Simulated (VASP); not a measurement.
# Zr7CoO16 (P1) in VASP: single point with PBEsol+U

Aim: the single point of Zr7CoO16 with PBEsol+U.

Program: VASP 6.6.1. These are calculated values, not measurements. Logs are shortened: lines on timing, memory, paths and dates and some standing lists are left out, and cuts for length are marked.

**1. The cell of the first run**

The typed cell holds 24 atoms: a = 10.284 Å, b = 7.319 Å, c = 6.777 Å, α = 63.56°, β = 50.67°, γ = 45.37°.

**2. Single point, PBEsol+U, collinear spin, ferromagnetic start**

INCAR

```
PREC     = Accurate       # precision mode
ENCUT    = 600            # plane-wave cutoff, eV
EDIFF    = 1E-6           # SCF threshold, eV
ISMEAR   = 0              # smearing method
SIGMA    = 0.05           # smearing width, eV
LREAL    = F              # projectors in reciprocal space
LASPH    = T              # aspherical terms in the spheres
NELM     = 200            # most SCF steps
ALGO     = Normal         # electronic algorithm
ISIF     = 2              # what is computed and relaxed
LWAVE    = F              # write WAVECAR
LCHARG   = F              # write CHGCAR
ISPIN    = 2              # spin polarisation
MAGMOM   = 5 0 0 0 0 0 0 0 0 0 0 0 0 0 0 0 0 0 0 0 0 0 0 0 # initial moments
LORBIT   = 11             # projections on sites
LMAXMIX  = 4              # l up to which the mixer works
LDAU     = T              # DFT+U
LDAUTYPE = 2            
LDAUL    = 2 -1 -1        # shell
LDAUU    = 4 0 0          # U, eV
LDAUJ    = 0 0 0        
LDAUPRINT= 1            
GGA      = PS             # functional
NBANDS   = 116            # bands
GGA_COMPAT= F            
KPAR     = 4
```

KPOINTS

```
regular mesh
0
Gamma
  3 3 3
```

POSCAR

```
Zr7CoO16
1.0
   10.2840800000      0.0000000000      0.0000000000
    5.1420400000      5.2086900000      0.0000000000
    4.2956000000      0.0000000000      5.2419900000
Co Zr O
1 7 16
Direct
    0.0068164376      0.0505627012      0.1629537776
    0.5080195274      0.0439870511      0.2154572255
    0.9416031450      0.5346591041      0.3022182261
    0.4414473278      0.5464290120      0.2874111426
    0.4819110574      0.9559208534      0.7967311292
    0.9906037955      0.9571940525      0.7775257486
    0.5594141896      0.4490768270      0.7108376147
    0.0499764110      0.4697677826      0.7109948808
    0.7152919879      0.3130576863      0.3393078573
    0.1914957621      0.3273959310      0.3550381709
    0.9877961765      0.8322675682      0.1395582150
    0.4868615714      0.8188802391      0.1473549954
    0.8042713333      0.6829990648      0.6484462056
    0.3121987160      0.6689005449      0.6408994340
    0.5122593061      0.1771503312      0.8573374890
    0.0350697823      0.1631749052      0.8376627924
    0.6049262672      0.7632881829      0.4785407772
    0.1039099876      0.7687304478      0.4730795062
    0.1204446759      0.2408937279      0.0418843908
    0.6355852917      0.2454464963      0.0323107969
    0.8775599230      0.2733954474      0.5550209038
    0.3836414874      0.2511993655      0.5325270808
    0.3761263756      0.7281754582      0.9744082893
    0.8727694648      0.7374472192      0.9824933504
```

Potentials or basis: VASP PAW PBE potentials, release 64 (Co, Zr_sv, O).

Run with:

```
$ cat potpaw_PBE.64/Co/POTCAR potpaw_PBE.64/Zr_sv/POTCAR potpaw_PBE.64/O/POTCAR > POTCAR
$ mpirun -np 4 vasp_std > vasp.out
```

OUTCAR:

```text
PREC = Accurate
   ENCUT = 600
   EDIFF = 1E-6
   ISMEAR = 0
   LREAL = F
   LASPH = T
   NELM = 200
   ISIF = 2
   ISPIN = 2
   LORBIT = 11
   GGA = PS

 ion  position               nearest neighbor table
   1  0.007  0.051  0.163-  11 1.82   9 1.88  16 1.88  19 2.01  23 2.36  18 2.36   6 3.10   8 3.29
                             5 3.45
   2  0.508  0.044  0.215-  10 2.04  12 2.07  20 2.11  17 2.12  15 2.16  22 2.29  24 2.33   5 3.37
                             7 3.41   8 3.44   4 3.44   3 3.48   6 3.52   5 3.56
   3  0.942  0.535  0.302-  10 2.06  21 2.11  13 2.14  17 2.15  19 2.20  11 2.20  24 2.24   8 3.34
                             7 3.41   5 3.42   2 3.48   6 3.55   8 3.58
   4  0.441  0.546  0.287-  12 2.04  14 2.12  18 2.15  20 2.16  23 2.18   9 2.22  22 2.27   5 3.37
                             6 3.37   7 3.40   8 3.44   2 3.44   7 3.54
   5  0.482  0.956  0.797-  13 2.06  15 2.09  23 2.12  12 2.15  22 2.16  17 2.23  19 2.30   4 3.37
                             2 3.37   3 3.42   1 3.45   7 3.45   8 3.47   2 3.56
   6  0.991  0.957  0.778-  14 2.07  21 2.08  16 2.10  24 2.14  18 2.18  11 2.19  20 2.28   1 3.10
                             8 3.37   4 3.37   7 3.39   2 3.52   3 3.55
   7  0.559  0.449  0.711-  15 2.04  14 2.09  21 2.10  23 2.12   9 2.18  20 2.28  17 2.31   6 3.39
                             4 3.40   3 3.41   2 3.41   5 3.45   4 3.54
   8  0.050  0.470  0.711-  13 2.06  16 2.10  24 2.12  22 2.13  10 2.16  18 2.26  19 2.32   1 3.29
                             3 3.34   6 3.37   2 3.44   4 3.44   5 3.47   3 3.58
   9  0.715  0.313  0.339-   1 1.88   7 2.18   4 2.22
  10  0.191  0.327  0.355-   2 2.04   3 2.06   8 2.16
  11  0.988  0.832  0.140-   1 1.82   6 2.19   3 2.20
  12  0.487  0.819  0.147-   4 2.04   2 2.07   5 2.15
  13  0.804  0.683  0.648-   8 2.06   5 2.06   3 2.14
  14  0.312  0.669  0.641-   6 2.07   7 2.09   4 2.12
  15  0.512  0.177  0.857-   7 2.04   5 2.09   2 2.16
  16  0.035  0.163  0.838-   1 1.88   8 2.10   6 2.10
  17  0.605  0.763  0.479-   2 2.12   3 2.15   5 2.23   7 2.31
  18  0.104  0.769  0.473-   4 2.15   6 2.18   8 2.26   1 2.36
  19  0.120  0.241  0.042-   1 2.01   3 2.20   5 2.30   8 2.32
  20  0.636  0.245  0.032-   2 2.11   4 2.16   6 2.28   7 2.28
  21  0.878  0.273  0.555-   6 2.08   7 2.10   3 2.11
  22  0.384  0.251  0.533-   8 2.13   5 2.16   4 2.27   2 2.29
  23  0.376  0.728  0.974-   7 2.12   5 2.12   4 2.18   1 2.36
  24  0.873  0.737  0.982-   8 2.12   6 2.14   3 2.24   2 2.33

  LATTYP: Found a base centered monoclinic cell.
 ALAT       =    10.2840800000
 B/A-ratio  =     1.0129617817
 C/A-ratio  =     0.6590005774
 COS(beta)  =    -0.6338297098

  Lattice vectors:

 A1 = (  -5.1420400000,   5.2086900000,   0.0000000000)
 A2 = (  -5.1420400000,  -5.2086900000,   0.0000000000)
 A3 = (   4.2956000000,   0.0000000000,   5.2419900000)

Analysis of symmetry for initial positions (statically):
=====================================================================
 Subroutine PRICEL returns:
 Original cell was already a primitive cell.

 Routine SETGRP: Setting up the symmetry group for a
 base centered monoclinic supercell.

 Subroutine GETGRP returns: Found  1 space group operations
 (whereof  1 operations were pure point group operations)
 out of a pool of  4 trial point group operations.

The static configuration has the point symmetry C_1 .

Analysis of symmetry for dynamics (positions and initial velocities):
=====================================================================
 Subroutine PRICEL returns:
 Original cell was already a primitive cell.

 Routine SETGRP: Setting up the symmetry group for a
 base centered monoclinic supercell.

 Subroutine GETGRP returns: Found  1 space group operations
 (whereof  1 operations were pure point group operations)
 out of a pool of  4 trial point group operations.

The dynamic configuration has the point symmetry C_1 .

Analysis of structural, dynamic, and magnetic symmetry:
=====================================================================
 Subroutine PRICEL returns:
 Original cell was already a primitive cell.

 Routine SETGRP: Setting up the symmetry group for a
 base centered monoclinic supercell.

 Subroutine GETGRP returns: Found  1 space group operations
 (whereof  1 operations were pure point group operations)
[... 177 lines left out ...]

atom =   1  type =  1  l = 2

 onsite density matrix

spin component  1

  1.0378 -0.0095 -0.0263  0.0008  0.0172
 -0.0095  1.0092 -0.0135 -0.0129 -0.0054
 -0.0263 -0.0135  1.0149  0.0148 -0.0067
  0.0008 -0.0129  0.0148  1.0010 -0.0007
  0.0172 -0.0054 -0.0067 -0.0007  0.9931

spin component  2

  0.4059 -0.0232 -0.0941  0.0096  0.0088
 -0.0232  0.3521 -0.0838 -0.0915 -0.0822
 -0.0941 -0.0838  0.4098  0.0629 -0.0113
  0.0096 -0.0915  0.0629  0.2855 -0.0678
  0.0088 -0.0822 -0.0113 -0.0678  0.4093

 occupancies and eigenvectors

  o =  0.1752  v =  0.0000  0.0000  0.0000  0.0000  0.0000 -0.0363 -0.5824 -0.0546 -0.6998 -0.4084      0.0000  0.0000  0.0000  0.0000  0.0000  0.0000  0.0000  0.0000  0.0000  0.0000
  o =  0.2564  v =  0.0000  0.0000  0.0000  0.0000  0.0000 -0.5039 -0.3609 -0.6736  0.4008 -0.0372      0.0000  0.0000  0.0000  0.0000  0.0000  0.0000  0.0000  0.0000  0.0000  0.0000
  o =  0.4179  v =  0.0000  0.0000  0.0000  0.0000  0.0000  0.6487 -0.2875 -0.0077  0.4974 -0.4991      0.0000  0.0000  0.0000  0.0000  0.0000  0.0000  0.0000  0.0000  0.0000  0.0000
  o =  0.4730  v =  0.0000  0.0000  0.0000  0.0000  0.0000  0.3911 -0.5057 -0.0864 -0.0380  0.7631      0.0000  0.0000  0.0000  0.0000  0.0000  0.0000  0.0000  0.0000  0.0000  0.0000
  o =  0.5401  v =  0.0000  0.0000  0.0000  0.0000  0.0000 -0.4135 -0.4383  0.7320  0.3174  0.0201      0.0000  0.0000  0.0000  0.0000  0.0000  0.0000  0.0000  0.0000  0.0000  0.0000
  o =  0.9843  v =  0.4737  0.2418  0.6543 -0.4324 -0.3194  0.0000  0.0000  0.0000  0.0000  0.0000      0.0000  0.0000  0.0000  0.0000  0.0000  0.0000  0.0000  0.0000  0.0000  0.0000
  o =  0.9868  v = -0.0305  0.4418  0.3287  0.0993  0.8282  0.0000  0.0000  0.0000  0.0000  0.0000      0.0000  0.0000  0.0000  0.0000  0.0000  0.0000  0.0000  0.0000  0.0000  0.0000
  o =  0.9918  v =  0.2103  0.5301 -0.0300  0.7416 -0.3521  0.0000  0.0000  0.0000  0.0000  0.0000      0.0000  0.0000  0.0000  0.0000  0.0000  0.0000  0.0000  0.0000  0.0000  0.0000
  o =  1.0323  v =  0.3082 -0.6822  0.4238  0.4878  0.1485  0.0000  0.0000  0.0000  0.0000  0.0000      0.0000  0.0000  0.0000  0.0000  0.0000  0.0000  0.0000  0.0000  0.0000  0.0000
  o =  1.0608  v = -0.7971  0.0029  0.5323  0.1235 -0.2569  0.0000  0.0000  0.0000  0.0000  0.0000      0.0000  0.0000  0.0000  0.0000  0.0000  0.0000  0.0000  0.0000  0.0000  0.0000

 number of electron     188.9999995 magnetization       5.0000272

 Free energy of the ion-electron system (eV)
  ---------------------------------------------------
  ext. energy  EPLUGINS =         0.00000000
  ---------------------------------------------------
  free energy    TOTEN  =      -226.61542672 eV

  energy without entropy =     -226.61542672  energy(sigma->0) =     -226.61542672

 E-fermi :   5.6974     XC(G=0): -11.5224

 val. band max:        5.4437383955   @ k =   0.0000   0.0000   0.0000
 cond. band min:       5.9660811811   @ k =  -0.3333   0.3333   0.3333
 fundamental gap:      0.5223427857
 Fermi energy:         5.6974306580

 spin component 1

 k-point     1 :       0.0000    0.0000    0.0000
  band No.  band energies     occupation
      1     -42.0960      1.00000
      2     -42.0609      1.00000
      3     -42.0232      1.00000
      4     -42.0015      1.00000
      5     -41.9702      1.00000
      6     -41.9118      1.00000
[... 1515 lines left out ...]
    105      10.3904      0.00000
    106      10.4876      0.00000
 Fermi energy:         5.6974306580

 spin component 2

 k-point     1 :       0.0000    0.0000    0.0000
  band No.  band energies     occupation
      1     -42.0891      1.00000
      2     -42.0554      1.00000
      3     -42.0213      1.00000
      4     -41.9989      1.00000
      5     -41.9693      1.00000
      6     -41.9090      1.00000
[... 1515 lines left out ...]
    105      10.4239      0.00000
    106      10.5301      0.00000
 [bands above 106 left out]

------------------------ aborting loop because EDIFF is reached ----------------------------------------

  FORCE on cell =-STRESS in cart. coord.  units (eV):
  Direction    XX          YY          ZZ          XY          YZ          ZX
  --------------------------------------------------------------------------------------
  -------------------------------------------------------------------------------------
  Total       -5.3472436     -7.3785506     -2.9296109      3.2294082      0.7162708      0.4944541
  in kB      -30.5105757    -42.1009116    -16.7159239     18.4265224      4.0869346      2.8212813
  external PRESSURE =     -29.7758037 kB  Pullay stress =       0.0000000 kB

 VOLUME and BASIS-vectors are now :
 -----------------------------------------------------------------------------
  energy-cutoff  :      600.00
  volume of cell :      280.80
      direct lattice vectors                 reciprocal lattice vectors
    10.284080000  0.000000000  0.000000000     0.097237672 -0.095993426 -0.079682362
     5.142040000  5.208690000  0.000000000     0.000000000  0.191986853  0.000000000
     4.295600000  0.000000000  5.241990000     0.000000000  0.000000000  0.190767247

 POSITION                                       TOTAL-FORCE (eV/Angst)
 -----------------------------------------------------------------------------------
      1.03008      0.26337      0.85420        -0.400073      0.283077      0.483264
      6.37621      0.22911      1.12942        -0.042963     -0.005584      0.027510
     13.73097      2.78487      1.58422        -0.098205     -0.147746     -0.390173
      8.58424      2.84618      1.50661        -0.143878      0.121468      0.092248
     13.29383      4.97910      4.17646        -0.062562      0.211563      0.052192
     18.44932      4.98573      4.07578        -0.026046     -0.107265     -0.147294
[... 16 lines left out ...]
     11.79809      3.79284      5.10784        -0.076050     -0.023932      0.016375
     16.98801      3.84113      5.15022        -0.081949      0.072606      0.006548
 -----------------------------------------------------------------------------------
    total drift:                               -0.000727     -0.000143     -0.000010

  FREE ENERGIE OF THE ION-ELECTRON SYSTEM (eV)
  ---------------------------------------------------
  free  energy   TOTEN  =      -226.6154267250 eV

  energy  without entropy=     -226.6154267250  energy(sigma->0) =     -226.61542672

 total charge

# of ion       s       p       d       tot
------------------------------------------
    1        0.407   0.570   6.889   7.865
    2        2.187   6.061   1.428   9.676
    3        2.183   6.057   1.392   9.632
    4        2.182   6.056   1.405   9.643
    5        2.184   6.059   1.406   9.649
    6        2.185   6.061   1.440   9.686
[... 16 lines left out ...]
   23        1.558   3.487   0.000   5.044
   24        1.553   3.511   0.000   5.064
--------------------------------------------------
tot         40.619  98.783  16.796 156.197

 magnetization (x)

# of ion       s       p       d       tot
------------------------------------------
    1        0.006   0.036   3.191   3.232
    2        0.000   0.000   0.000   0.001
    3        0.001   0.003   0.010   0.015
    4        0.000   0.002   0.004   0.005
    5       -0.000   0.001   0.000   0.001
    6        0.001   0.002  -0.002   0.002
[... 16 lines left out ...]
   23        0.003   0.056   0.000   0.059
   24        0.000   0.018   0.000   0.019
--------------------------------------------------
tot          0.055   1.450   3.208   4.714
```

Wall time 15 min (4 MPI ranks of Intel Xeon 6975P-C (Granite Rapids), shared host); peak memory 1.4 GiB.

Results:

| Property | Result |
| --- | --- |
| Free energy | -226.6154 eV |
| Pressure | -3.0 GPa |
| Largest force | 0.688 eV/Å |
| Band gap on the k mesh | 0.52 eV (least direct gap 0.57 eV) |
| Net moment | 5.00 μB per cell |
| Site moments | Co +3.23; Zr +0.00, +0.01 (each value once); O +0.33, +0.03, +0.36, +0.01, +0.02, +0.30, +0.08, +0.14, +0.06 (each value once) μB |
| Valence electrons inside the program's atomic spheres | Co 7.87; Zr 9.68, 9.63, 9.64, 9.65, 9.69, 9.67 (each value once); O 4.97, 5.08, 4.99, 5.07, 5.06, 5.03, 5.00, 5.01, 5.04 (each value once) |

Forces on the atoms (eV/Å):
```
Co  -0.400  0.283  0.483
Zr  -0.043 -0.006  0.028
Zr  -0.098 -0.148 -0.390
Zr  -0.144  0.121  0.092
Zr  -0.063  0.212  0.052
Zr  -0.026 -0.107 -0.147
Zr  -0.003  0.081  0.109
Zr   0.129 -0.082  0.064
O    0.148 -0.285 -0.199
O    0.037  0.046 -0.071
O    0.106 -0.197  0.223
O    0.009 -0.052  0.023
O    0.013  0.001  0.004
O    0.081 -0.004  0.005
O    0.079  0.017 -0.054
O   -0.121  0.085 -0.145
O   -0.033 -0.006  0.044
O    0.086  0.011  0.035
O    0.379  0.151 -0.126
O    0.106 -0.028  0.004
O   -0.125 -0.097  0.001
O    0.040 -0.045 -0.059
O   -0.076 -0.024  0.016
O   -0.082  0.073  0.007
```

Eigenvalues of the final occupation matrices:
| site | spin | trace | eigenvalues |
| --- | --- | --- | --- |
| site 1 d | 1 | 5.06 | 0.98 0.99 0.99 1.03 1.06 |
| site 1 d | 2 | 1.86 | 0.18 0.26 0.42 0.47 0.54 |

Caveat: the PAW data sets were made with another functional, which shifts forces and pressure a little; a cell with one magnetic atom can't hold antiferromagnetic order, which such compounds often take. A k mesh can miss the band edges.
